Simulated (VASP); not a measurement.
# C in VASP: a series of runs, part 2 of 2

VASP 6.6.1. Earlier steps stand in the parts before.

**6. Single point, PBE+D3(BJ)**

This run uses another cell than the first one, of 58.58 Å³/atom, 0.790 times its volume.

Input file INCAR:

```
ALGO     = Normal         # electronic algorithm
DIPOL    = 0.5 0.5 0.500
EDIFF    = 1E-6           # SCF threshold, eV
ENCUT    = 520            # plane-wave cutoff, eV
GGA      = PE             # functional
IDIPOL   = 3            
ISIF     = 2              # what is computed and relaxed
ISMEAR   = 0              # smearing method
IVDW     = 12             # dispersion correction
LASPH    = T              # aspherical terms in the spheres
LCHARG   = T              # write CHGCAR
LDIPOL   = T            
LELF     = T              # ELF
LREAL    = F              # projectors in reciprocal space
LVACPOTAV= T            
LVHAR    = T            
LWAVE    = F              # write WAVECAR
NBANDS   = 11             # bands
NELM     = 60             # most SCF steps
PREC     = Accurate       # precision mode
SIGMA    = 0.1            # smearing width, eV
```

Input file KPOINTS:

```
k-points
0
Gamma
  21 21 1
```

Input file POSCAR:

```
C
1.0
    2.2810000000      0.0000000000      0.0000000000
   -1.1405000000      1.9754039460      0.0000000000
    0.0000000000      0.0000000000     26.0024170307
C
2
Direct
    0.6666666667      0.3333333333      0.5054994888
    0.3333333333      0.6666666667      0.4945005112
```

Potentials or basis: VASP PAW PBE potentials, release 64 (C).

On the command line:

```sh
$ cat potpaw_PBE.64/C/POTCAR > POTCAR
$ mpirun -np 1 vasp_std > vasp.out
```

OUTCAR:

```text
EDIFF = 1E-6
   ENCUT = 520
   GGA = PE
   ISIF = 2
   ISMEAR = 0
   IVDW = 12
   LASPH = T
   LREAL = F
   NELM = 60
   PREC = Accurate
 IVDW          = 12

 ion  position               nearest neighbor table
   1  0.667  0.333  0.505-   2 1.35   2 1.35   2 1.35
   2  0.333  0.667  0.495-   1 1.35   1 1.35   1 1.35

  LATTYP: Found a hexagonal cell.
 ALAT       =     2.2810000000
 C/A-ratio  =    11.3995690621

  Lattice vectors:

 A1 = (   2.2810000000,   0.0000000000,   0.0000000000)
 A2 = (  -1.1405000000,   1.9754039460,   0.0000000000)
 A3 = (   0.0000000000,   0.0000000000,  26.0024170307)

Analysis of symmetry for initial positions (statically):
=====================================================================
 Subroutine PRICEL returns:
 Original cell was already a primitive cell.

 Routine SETGRP: Setting up the symmetry group for a
 hexagonal supercell.

 Subroutine GETGRP returns: Found 12 space group operations
 (whereof 12 operations were pure point group operations)
 out of a pool of 24 trial point group operations.

The static configuration has the point symmetry D_3d.

Analysis of symmetry for dynamics (positions and initial velocities):
=====================================================================
 Subroutine PRICEL returns:
 Original cell was already a primitive cell.

 Routine SETGRP: Setting up the symmetry group for a
 hexagonal supercell.

 Subroutine GETGRP returns: Found 12 space group operations
 (whereof 12 operations were pure point group operations)
 out of a pool of 24 trial point group operations.

The dynamic configuration has the point symmetry D_3d.

 Subroutine INISYM returns: Found 12 space group operations
 (whereof 12 operations are pure point group operations),
 and found     1 'primitive' translations

----------------------------------------------------------------------------------------

                                     Primitive cell

  volume of cell :     117.1642

  direct lattice vectors                    reciprocal lattice vectors
     2.281000000  0.000000000  0.000000000     0.438404209  0.253112788  0.000000000
    -1.140500000  1.975403946  0.000000000     0.000000000  0.506225576  0.000000000
     0.000000000  0.000000000 26.002417031     0.000000000  0.000000000  0.038457963

  length of vectors
     2.281000000  2.281000000 26.002417031     0.506225576  0.506225576  0.038457963

  position of ions in fractional coordinates (direct lattice)
     0.666666667  0.333333333  0.505499489
     0.333333333  0.666666667  0.494500511

  ion indices of the primitive-cell ions
   primitive index   ion index
                 1           1
                 2           2

----------------------------------------------------------------------------------------

 KPOINTS: k-points

Automatic generation of k-mesh.
 Grid dimensions read from file:
 generate k-points for:   21   21    1

 Generating k-lattice:

  Cartesian coordinates                     Fractional coordinates (reciprocal lattice)
     0.020876391  0.012052990  0.000000000     0.047619048  0.000000000  0.000000000
     0.000000000  0.024105980  0.000000000     0.000000000  0.047619048  0.000000000
[... 44 lines left out ...]
   dimension x,y,z NGXF=    36 NGYF=   36 NGZF=  392
   ions per type =               2
   NGX,Y,Z   is equivalent  to a cutoff of  13.12, 13.12, 12.53 a.u.
   NGXF,Y,Z  is equivalent  to a cutoff of  26.24, 26.24, 25.06 a.u.
 SYSTEM =  unknown system
   PREC   = accura    normal or accurate (medium, high low for compatibility)
   ISTART =      0    job   : 0-new  1-cont  2-samecut
   ICHARG =      2    charge: 1-file 2-atom 10-const
   ISPIN  =      1    spin polarized calculation?
   LNONCOLLINEAR =      F non collinear calculations
   LSORBIT =      F    spin-orbit coupling
   LASPH  =      T    aspherical Exc in radial PAW
   ENCUT  =  520.0 eV  38.22 Ry    6.18 a.u.   4.24  4.24 48.35*2*pi/ulx,y,z
   NELM   =     60;   NELMIN=  2; NELMDL= -5     # of ELM steps
   EDIFF  = 0.1E-05   stopping-criterion for ELM
   LREAL  =      F    real-space projection
   EDIFFG = 0.1E-04   stopping-criterion for IOM
   NSW    =      0    number of steps for IOM
   IBRION =     -1    ionic relax: 0-MD 1-quasi-New 2-CG
   NFREE  =      0    steps in history (QN), initial steepest desc. (CG)
   ISIF   =      2    stress and relaxation
   ISYM   =      2    0-nonsym 1-usesym 2-fastsym
   POTIM  = 0.5000    time-step for ionic-motion
   TEBEG  =    0.0;   TEEND  =   0.0 temperature during run
   PSTRESS=    0.0 pullay stress
   NELECT =       8.0000    total number of electrons
   NUPDOWN=      -1.0000    fix difference up-down
   EMIN   =  10.00;   EMAX   =-10.00  energy-range for DOS
   EFERMI =   0.00;   METHOD = LEGACY
   ISMEAR =     0;   SIGMA  =   0.10  broadening in eV -4-tet -1-fermi 0-gaus
   EFERMI_NEDOS =   21; number of points for ismear=-14 and -15
   IALGO  =     38    algorithm
   IMIX   =      4    mixing-type and parameters
     AMIX     =   0.40;   BMIX     =  1.00
     AMIX_MAG =   1.60;   BMIX_MAG =  1.00
  volume/ion in A,a.u.               =      58.58       395.33
  Fermi-wavevector in a.u.,A,eV,Ry     =   0.669124  1.264461  6.091692  0.447727
  Thomas-Fermi vector in A             =   1.744244
   LORBIT       =      0    0 simple, 1 ext, 2 COOP (PROOUT), +10 PAW based schemes
   GGA     = PE    functional components
   LHFCALC =     F    Hartree Fock is set to
   AEXX    =    0.0000 exact exchange contribution
   IVDW    =    12    specifies the selected vdW correction
   LEPSILON=     F    determine dielectric tensor
   LRPA    =     F    only Hartree local field effects (RPA)
 non-spin polarized calculation
 Gauss-broadening in eV      SIGMA  =   0.10
  energy-cutoff  :      520.00
  volume of cell :      117.16
 maximum number of plane-waves:      3211
 NGX is ok and might be reduce to    18

 dipolmoment           0.000000      0.000000      0.000000 electrons x Angstroem

 number of electron       7.9999998 magnetization

 dipolmoment           0.000000      0.000000     -0.000000 electrons x Angstroem

 Free energy of the ion-electron system (eV)
  ---------------------------------------------------
  ext. energy  EPLUGINS =         0.00000000
  ---------------------------------------------------
  free energy    TOTEN  =       -16.88978896 eV

  energy without entropy =      -16.88927723  energy(sigma->0) =      -16.88953309

 E-fermi :  -2.4094     XC(G=0):  -1.7905

 val. band max:       -2.4093674561   @ k =   0.3333   0.3333   0.0000
 cond. band min:      -2.4093674521   @ k =   0.3333   0.3333   0.0000
 fundamental gap:      0.0000000040
 Fermi energy:        -2.4093674543

 k-point     1 :       0.0000    0.0000    0.0000
  band No.  band energies     occupation
      1     -23.5515      2.00000
      2     -11.3748      2.00000
      3      -4.2608      2.00000
      4      -4.2608      2.00000
      5      -0.3115      0.00000
      6       1.0195      0.00000
      7       1.2497      0.00000
      8       1.7212      0.00000
      9       1.9368      0.00000
     10       2.9316      0.00000
     11       3.1099      0.00000
[... 309 lines left out ...]
 k-point    24 :       0.1905    0.0952    0.0000
  band No.  band energies     occupation
      1     -21.8219      2.00000
      2      -9.8051      2.00000
      3      -8.6160      2.00000
      4      -7.3887      2.00000
      5       1.5924      0.00000
      6       3.4367      0.00000
      7       3.6769      0.00000
      8       4.1529      0.00000
      9       4.1998      0.00000
     10       5.1302      0.00000
     11       5.3550      0.00000

 [... further k-points ...]

------------------------ aborting loop because EDIFF is reached ----------------------------------------

 Edisp (eV)   -0.16062

 E8    (eV) :    -0.0502

  FORCE on cell =-STRESS in cart. coord.  units (eV):
  Direction    XX          YY          ZZ          XY          YZ          ZX
  --------------------------------------------------------------------------------------
  -------------------------------------------------------------------------------------
  Total      11.66385    11.66385    -1.27942     0.00000     0.00000     0.00000
  in kB     159.49886   159.49886   -17.49562     0.00000     0.00000     0.00000
  external pressure =      100.50 kB  Pullay stress =        0.00 kB

 VOLUME and BASIS-vectors are now :
 -----------------------------------------------------------------------------
  energy-cutoff  :      520.00
  volume of cell :      117.16
      direct lattice vectors                 reciprocal lattice vectors
     2.281000000  0.000000000  0.000000000     0.438404209  0.253112788  0.000000000
    -1.140500000  1.975403946  0.000000000     0.000000000  0.506225576  0.000000000
     0.000000000  0.000000000 26.002417031     0.000000000  0.000000000  0.038457963

 POSITION                                       TOTAL-FORCE (eV/Angst)
 -----------------------------------------------------------------------------------
      1.14050      0.65847     13.14421        -0.000000     -0.000000     -4.422940
     -0.00000      1.31694     12.85821         0.000000      0.000000      4.422940
 -----------------------------------------------------------------------------------
    total drift:                                0.000000     -0.000000     -0.000000

  FREE ENERGIE OF THE ION-ELECTRON SYSTEM (eV)
  ---------------------------------------------------
  free  energy   TOTEN  =       -17.0504098210 eV

  energy  without entropy=      -17.0498980844  energy(sigma->0) =      -17.05015395

 vacuum level on the upper side and lower side of the slab         1.259         1.259
```

It took 58 s on 1 thread of AMD EPYC 7R13 (Zen 3), shared host; peak memory 0.22 GiB.

Results:

```
Free energy                : -17.0504 eV
Largest force              : 4.423 eV/Å
Band gap on the k mesh     : zero (filled and empty bands touch)
Dispersion energy per atom : -0.080 eV
```

Forces on the atoms (eV/Å):
```
C    0.000  0.000 -4.423
C    0.000  0.000  4.423
```

**7. The runs side by side**

| cell | gap on the mesh (eV) | largest force (eV/Å) |
| --- | --- | --- |
| a = 2.566, b = 2.566, c = 26.002 Å, angles 90.0, 90.0, 120.0°, 2 atoms | none | 8.13 |
| a = 2.614, b = 2.614, c = 26.002 Å, angles 90.0, 90.0, 120.0°, 2 atoms | none | 8.91 |
| a = 2.281, b = 2.281, c = 26.002 Å, angles 90.0, 90.0, 120.0°, 2 atoms | none | 4.42 |

Some of these runs hold the atoms at other places in the same cell, which the table doesn't show; runs alike in all that it shows share one row.

Alike in all rows: task single point; level PBE+D3(BJ); potentials or basis VASP PAW PBE potentials, release 64 (C); no spin polarisation; k mesh 21 × 21 × 1; cutoff (eV) 520; smearing gaussian 0.1 eV.

Absolute energies hang on the potentials; compare differences alone.
